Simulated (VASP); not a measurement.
# TiSi6 (P6/mmm) in VASP: notebook

Runs on TiSi6. Level: PBE. Tasks: single point, relaxation of cell and atoms.

Everything below comes from runs of VASP 6.6.1. Logs are shortened: lines on timing, memory, paths and dates and some standing lists are left out, and cuts for length are marked.

### Step 1. The cell of the first run

Symmetry: P6/mmm, No. 191, hexagonal system. Conventional cell: a = 7.273 Å, b = 7.273 Å, c = 2.657 Å, α = 90.00°, β = 90.00°, γ = 120.00°. Within 3.5 Å of Ti (site symmetry 6/mmm) lie 2 Ti at 2.66 Å and 12 Si at 2.78 Å. Si (site symmetry m2m) has 5 Si at 2.39 to 2.66 Å and 2 Ti at 2.78 Å within 3.2 Å.

The cell was generated, and may not be a known phase.

### Step 2. Single point, PBE, collinear spin

The input, INCAR:

```
SYSTEM = TiSi6
PREC = Accurate
ENCUT = 520
EDIFF = 1E-6
ISMEAR = 0
SIGMA = 0.1
LREAL = .FALSE.
LASPH = .TRUE.
NELM = 150
ALGO = Normal
ISIF = 2
LWAVE = .FALSE.
LCHARG = .TRUE.
ISPIN = 2
MAGMOM = 1 0 0 0 0 0 0
LORBIT = 11
LMAXMIX = 4
GGA = PE
LELF = .TRUE.
LVHAR = .TRUE.
NBANDS = 31
```

The input, KPOINTS:

```
regular mesh
0
G
  3 3 6
  0 0 0
```

The input, POSCAR:

```
TiSi6
1.0
    7.2731095205      0.0000000000      0.0000000000
   -3.6365547603      6.2986976093      0.0000000000
    0.0000000000      0.0000000000      2.6573021966
Ti Si
1 6
Direct
    0.0000000000      0.0000000000      0.0000000000
    0.0000000000      0.3357458524      0.5000000000
    0.6642541476      0.6642541476      0.5000000000
    0.3357458524      0.0000000000      0.5000000000
    0.0000000000      0.6642541476      0.5000000000
    0.3357458524      0.3357458524      0.5000000000
    0.6642541476      0.0000000000      0.5000000000
```

Potentials or basis: VASP PAW PBE potentials, release 64 (Ti_sv, Si).

Command:

```
cat potpaw_PBE.64/Ti_sv/POTCAR potpaw_PBE.64/Si/POTCAR > POTCAR
mpirun -np 1 vasp_std > vasp.out
```

OUTCAR:

```text
SYSTEM = TiSi6
   PREC = Accurate
   ENCUT = 520
   EDIFF = 1E-6
   ISMEAR = 0
   LREAL = .FALSE.
   LASPH = .TRUE.
   NELM = 150
   ISIF = 2
   ISPIN = 2
   LORBIT = 11
   GGA = PE

 ion  position               nearest neighbor table
   1  0.000  0.000  0.000-   4 2.78   7 2.78   4 2.78   7 2.78   3 2.78   6 2.78   6 2.78   3 2.78
                             5 2.78   5 2.78   2 2.78   2 2.78
   2  0.000  0.336  0.500-   5 2.39   6 2.44   7 2.44   1 2.78   1 2.78
   3  0.664  0.664  0.500-   6 2.39   5 2.44   7 2.44   1 2.78   1 2.78
   4  0.336  0.000  0.500-   7 2.39   5 2.44   6 2.44   1 2.78   1 2.78
   5  0.000  0.664  0.500-   2 2.39   3 2.44   4 2.44   1 2.78   1 2.78
   6  0.336  0.336  0.500-   3 2.39   2 2.44   4 2.44   1 2.78   1 2.78
   7  0.664  0.000  0.500-   4 2.39   2 2.44   3 2.44   1 2.78   1 2.78

  LATTYP: Found a hexagonal cell.
 ALAT       =     7.2731095205
 C/A-ratio  =     0.3653598491

  Lattice vectors:

 A1 = (   7.2731095205,   0.0000000000,   0.0000000000)
 A2 = (  -3.6365547603,   6.2986976093,   0.0000000000)
 A3 = (   0.0000000000,   0.0000000000,   2.6573021966)

Analysis of symmetry for initial positions (statically):
=====================================================================
 Subroutine PRICEL returns:
 Original cell was already a primitive cell.

 Routine SETGRP: Setting up the symmetry group for a
 hexagonal supercell.

 Subroutine GETGRP returns: Found 24 space group operations
 (whereof 24 operations were pure point group operations)
 out of a pool of 24 trial point group operations.

The static configuration has the point symmetry D_6h.

Analysis of symmetry for dynamics (positions and initial velocities):
=====================================================================
 Subroutine PRICEL returns:
 Original cell was already a primitive cell.

 Routine SETGRP: Setting up the symmetry group for a
 hexagonal supercell.

 Subroutine GETGRP returns: Found 24 space group operations
 (whereof 24 operations were pure point group operations)
 out of a pool of 24 trial point group operations.

The dynamic configuration has the point symmetry D_6h.

Analysis of structural, dynamic, and magnetic symmetry:
=====================================================================
 Subroutine PRICEL returns:
 Original cell was already a primitive cell.

 Routine SETGRP: Setting up the symmetry group for a
 hexagonal supercell.

 Subroutine GETGRP returns: Found 24 space group operations
 (whereof 24 operations were pure point group operations)
 out of a pool of 24 trial point group operations.

The overall configuration has the point symmetry D_6h.

 Subroutine INISYM returns: Found 24 space group operations
 (whereof 24 operations are pure point group operations),
 and found     1 'primitive' translations

----------------------------------------------------------------------------------------

                                     Primitive cell

  volume of cell :     121.7340

  direct lattice vectors                    reciprocal lattice vectors
     7.273109521  0.000000000  0.000000000     0.137492774  0.079381490  0.000000000
    -3.636554760  6.298697609  0.000000000     0.000000000  0.158762980  0.000000000
     0.000000000  0.000000000  2.657302197     0.000000000  0.000000000  0.376321519

  length of vectors
     7.273109521  7.273109521  2.657302197     0.158762980  0.158762980  0.376321519

  position of ions in fractional coordinates (direct lattice)
     0.000000000  0.000000000  0.000000000
     0.000000000  0.335745852  0.500000000
     0.664254148  0.664254148  0.500000000
     0.335745852  0.000000000  0.500000000
     0.000000000  0.664254148  0.500000000
     0.335745852  0.335745852  0.500000000
     0.664254148  0.000000000  0.500000000

  ion indices of the primitive-cell ions
   primitive index   ion index
[... 42 lines left out ...]
  0.000000  0.000000  0.333333      2.000000
  0.333333  0.000000  0.333333     12.000000
  0.333333  0.333333  0.333333      4.000000
  0.000000  0.000000  0.500000      1.000000
  0.333333  0.000000  0.500000      6.000000
  0.333333  0.333333  0.500000      2.000000
   k-points           NKPTS =     12   k-points in BZ     NKDIM =     12   number of bands    NBANDS=     31
   number of dos      NEDOS =    301   number of ions     NIONS =      7
   total plane-waves  NPLWV =  58320
   dimension x,y,z NGX =    54 NGY =   54 NGZ =   20
   dimension x,y,z NGXF=   108 NGYF=  108 NGZF=   40
   ions per type =               1   6
   NGX,Y,Z   is equivalent  to a cutoff of  12.34, 12.34, 12.51 a.u.
   NGXF,Y,Z  is equivalent  to a cutoff of  24.69, 24.69, 25.02 a.u.
 SYSTEM =  TiSi6
   PREC   = accura    normal or accurate (medium, high low for compatibility)
   ISTART =      0    job   : 0-new  1-cont  2-samecut
   ICHARG =      2    charge: 1-file 2-atom 10-const
   ISPIN  =      2    spin polarized calculation?
   LNONCOLLINEAR =      F non collinear calculations
   LSORBIT =      F    spin-orbit coupling
   LASPH  =      T    aspherical Exc in radial PAW
   ENCUT  =  520.0 eV  38.22 Ry    6.18 a.u.  13.52 13.52  4.94*2*pi/ulx,y,z
   NELM   =    150;   NELMIN=  2; NELMDL= -5     # of ELM steps
   EDIFF  = 0.1E-05   stopping-criterion for ELM
   LREAL  =      F    real-space projection
   EDIFFG = 0.1E-04   stopping-criterion for IOM
   NSW    =      0    number of steps for IOM
   IBRION =     -1    ionic relax: 0-MD 1-quasi-New 2-CG
   NFREE  =      0    steps in history (QN), initial steepest desc. (CG)
   ISIF   =      2    stress and relaxation
   ISYM   =      2    0-nonsym 1-usesym 2-fastsym
   POTIM  = 0.5000    time-step for ionic-motion
   TEBEG  =    0.0;   TEEND  =   0.0 temperature during run
   PSTRESS=    0.0 pullay stress
   NELECT =      36.0000    total number of electrons
   NUPDOWN=      -1.0000    fix difference up-down
   EMIN   =  10.00;   EMAX   =-10.00  energy-range for DOS
   EFERMI =   0.00;   METHOD = LEGACY
   ISMEAR =     0;   SIGMA  =   0.10  broadening in eV -4-tet -1-fermi 0-gaus
   EFERMI_NEDOS =   21; number of points for ismear=-14 and -15
   IALGO  =     38    algorithm
   IMIX   =      4    mixing-type and parameters
     AMIX     =   0.40;   BMIX     =  1.00
     AMIX_MAG =   1.60;   BMIX_MAG =  1.00
  volume/ion in A,a.u.               =      17.39       117.36
  Fermi-wavevector in a.u.,A,eV,Ry     =   1.090699  2.061123 16.185832  1.189625
  Thomas-Fermi vector in A             =   2.226929
   LORBIT       =     11    0 simple, 1 ext, 2 COOP (PROOUT), +10 PAW based schemes
   GGA     = PE    functional components
   LHFCALC =     F    Hartree Fock is set to
   AEXX    =    0.0000 exact exchange contribution
   IVDW    =     0    specifies the selected vdW correction
   LEPSILON=     F    determine dielectric tensor
   LRPA    =     F    only Hartree local field effects (RPA)
 spin polarized calculation
 Gauss-broadening in eV      SIGMA  =   0.10
  energy-cutoff  :      520.00
  volume of cell :      121.73
 maximum number of plane-waves:      3310
 NGX is ok and might be reduce to    54
   NGX = 27   NGY = 27   NGZ =  9

 number of electron      35.9999991 magnetization       0.0017808

 Free energy of the ion-electron system (eV)
  ---------------------------------------------------
  ext. energy  EPLUGINS =         0.00000000
  ---------------------------------------------------
  free energy    TOTEN  =       -39.29361050 eV

  energy without entropy =      -39.26274053  energy(sigma->0) =      -39.27817551

 E-fermi :   7.8037     XC(G=0): -10.2687

 val. band max:        7.8025471218   @ k =   0.3333   0.0000   0.1667
 cond. band min:       7.8042167996   @ k =   0.3333   0.0000   0.1667
 fundamental gap:      0.0016696778
 Fermi energy:         7.8037413812

 spin component 1

 k-point     1 :       0.0000    0.0000    0.0000
  band No.  band energies     occupation
      1     -49.3728      1.00000
      2     -25.7291      1.00000
      3     -25.7291      1.00000
      4     -25.1620      1.00000
      5      -4.9955      1.00000
      6      -2.3228      1.00000
[... 385 lines left out ...]
     29      11.6212      0.00000
     30      11.6212      0.00000
 Fermi energy:         7.8037413812

 spin component 2

 k-point     1 :       0.0000    0.0000    0.0000
  band No.  band energies     occupation
      1     -49.3719      1.00000
      2     -25.7281      1.00000
      3     -25.7281      1.00000
      4     -25.1611      1.00000
      5      -4.9953      1.00000
      6      -2.3226      1.00000
[... 385 lines left out ...]
     29      11.6215      0.00000
     30      11.6215      0.00000
 [bands above 30 left out]

------------------------ aborting loop because EDIFF is reached ----------------------------------------

  FORCE on cell =-STRESS in cart. coord.  units (eV):
  Direction    XX          YY          ZZ          XY          YZ          ZX
  --------------------------------------------------------------------------------------
  -------------------------------------------------------------------------------------
  Total       -0.0007589     -0.0007589     -0.0131094      0.0000000     -0.0000000      0.0000000
  in kB       -0.0099878     -0.0099878     -0.1725363      0.0000000     -0.0000000      0.0000000
  external PRESSURE =      -0.0641706 kB  Pullay stress =       0.0000000 kB

 VOLUME and BASIS-vectors are now :
 -----------------------------------------------------------------------------
  energy-cutoff  :      520.00
  volume of cell :      121.73
      direct lattice vectors                 reciprocal lattice vectors
     7.273109521  0.000000000  0.000000000     0.137492774  0.079381490  0.000000000
    -3.636554760  6.298697609  0.000000000     0.000000000  0.158762980  0.000000000
     0.000000000  0.000000000  2.657302197     0.000000000  0.000000000  0.376321519

 POSITION                                       TOTAL-FORCE (eV/Angst)
 -----------------------------------------------------------------------------------
      0.00000      0.00000      0.00000         0.000000      0.000000     -0.000000
     -1.22096      2.11476      1.32865        -0.001366      0.002365      0.000000
      2.41560      4.18394      1.32865        -0.001366     -0.002365     -0.000000
      2.44192      0.00000      1.32865         0.002731      0.000000     -0.000000
     -2.41560      4.18394      1.32865         0.001366     -0.002365     -0.000000
      1.22096      2.11476      1.32865         0.001366      0.002365      0.000000
      4.83119      0.00000      1.32865        -0.002731     -0.000000      0.000000
 -----------------------------------------------------------------------------------
    total drift:                                0.000000     -0.000000      0.000000

  FREE ENERGIE OF THE ION-ELECTRON SYSTEM (eV)
  ---------------------------------------------------
  free  energy   TOTEN  =       -39.2936104986 eV

  energy  without entropy=      -39.2627405280  energy(sigma->0) =      -39.27817551

 total charge

# of ion       s       p       d       tot
------------------------------------------
    1        2.180   6.117   2.066  10.364
    2        0.773   0.857   0.000   1.629
    3        0.773   0.857   0.000   1.629
    4        0.773   0.857   0.000   1.629
    5        0.773   0.857   0.000   1.629
    6        0.773   0.857   0.000   1.629
    7        0.773   0.857   0.000   1.629
--------------------------------------------------
tot          6.817  11.257   2.066  20.140

 magnetization (x)

# of ion       s       p       d       tot
------------------------------------------
    1        0.000   0.000   0.001   0.001
    2        0.000   0.000   0.000   0.000
    3        0.000   0.000   0.000   0.000
    4        0.000   0.000   0.000   0.000
    5        0.000   0.000   0.000   0.000
    6        0.000   0.000   0.000   0.000
    7        0.000   0.000   0.000   0.000
--------------------------------------------------
tot          0.000   0.000   0.001   0.001
```

It took 59 s on 1 thread of Intel Xeon 6975P-C (Granite Rapids), shared host; peak memory 0.3 GiB.

What came out:

| Item | Value |
| --- | --- |
| Free energy | -39.2936 eV |
| Pressure | 0.0 GPa |
| Band gap on the k mesh | zero (filled and empty bands overlap) |
| Net moment | 0.00 μB per cell |
| Valence electrons inside the program's atomic spheres | Ti 10.36; Si 1.63 |

Forces in eV/Å, atoms in the order of the input:
```
Ti   0.000  0.000  0.000
Si  -0.001  0.002  0.000
Si  -0.001 -0.002  0.000
Si   0.003  0.000  0.000
Si   0.001 -0.002  0.000
Si   0.001  0.002  0.000
Si  -0.003  0.000  0.000
```

Caveat: the k points lie up to 0.39 Å⁻¹ apart, too coarse for converged energies and pressures of a metal.

### Step 3. Relaxation of cell and atoms, PBE

The input, INCAR:

```
ALGO = Normal
EDIFF = 1E-6
EDIFFG = -0.01
ENCUT = 600
GGA = PE
IBRION = 2
ISIF = 3
ISMEAR = 0
LASPH = True
LCHARG = False
LREAL = False
LWAVE = False
NELM = 60
NSW = 100
PREC = Accurate
SIGMA = 0.1
```

The input, KPOINTS:

```
k-points
0
Gamma
  6 6 14
```

POSCAR is that of step 2.

Potentials or basis: VASP PAW PBE potentials, release 64 (Ti_sv, Si).

Command:

```
cat potpaw_PBE.64/Ti_sv/POTCAR potpaw_PBE.64/Si/POTCAR > POTCAR
mpirun -np 1 vasp_std > vasp.out
```

It took 3.8 min on 1 thread of Intel Xeon 6975P-C (Granite Rapids), shared host; peak memory 0.4 GiB.

It converged, with:

| Item | Value |
| --- | --- |
| Free energy | -39.3832 eV |
| Relaxed volume | 17.28 Å³/atom |
| Relaxed cell | a = 7.235 Å, b = 7.235 Å, c = 2.669 Å, α = 90.00°, β = 90.00°, γ = 120.00° |
| Space group after relaxing (to 0.1 Å) | P6/mmm (No. 191) |
| Energy gained by relaxing | 0.8 meV/atom |
| Ionic steps | 5 |
| Pressure after relaxing | 0.0 GPa |
| Band gap on the k mesh | zero (bands 18 and 19 overlap by 2.19 eV) |

The path:
| step | energy change (eV) | largest force (eV/Å) | pressure (GPa) | volume (Å³) |
| --- | --- | --- | --- | --- |
| 1 | 0.0000 | 0.0202 | -0.62 | 121.73 |
| 2 | -0.0053 | 0.0235 | 0.35 | 120.56 |
| 3 | -0.0055 | 0.0236 | 0.22 | 120.72 |
| 4 | -0.0058 | 0.0072 | -0.05 | 121.02 |
| 5 | -0.0058 | 0.0002 | 0.00 | 120.96 |

Final structure:
```
Ti Si
1.0
     7.23452    0.00000    0.00000
    -3.61726    6.26528    0.00000
     0.00000    0.00000    2.66855
Ti Si
1 6
Direct
  0.00000 0.00000 0.00000
  0.00000 0.33599 0.50000
  0.66401 0.66401 0.50000
  0.33599 0.00000 0.50000
  0.00000 0.66401 0.50000
  0.33599 0.33599 0.50000
  0.66401 0.00000 0.50000
```

Levels at points of the mesh, in eV from the Fermi level:
```csv
k point,band 15,band 16,band 17,band 18,band 19,band 20,band 21,band 22
"(0.00, 0.00, 0.00)",-1.50,0.45,0.45,0.49,0.49,1.87,1.87,2.35
"(0.50, 0.00, 0.00)",-1.76,-0.59,-0.32,0.28,0.75,1.00,1.86,1.87
"(0.00, 0.00, 0.50)",-3.31,-2.54,-0.70,-0.70,-0.24,-0.24,0.35,0.65
"(0.50, 0.00, 0.50)",-3.48,-2.45,-1.77,-1.51,-1.40,0.25,0.63,2.06
```
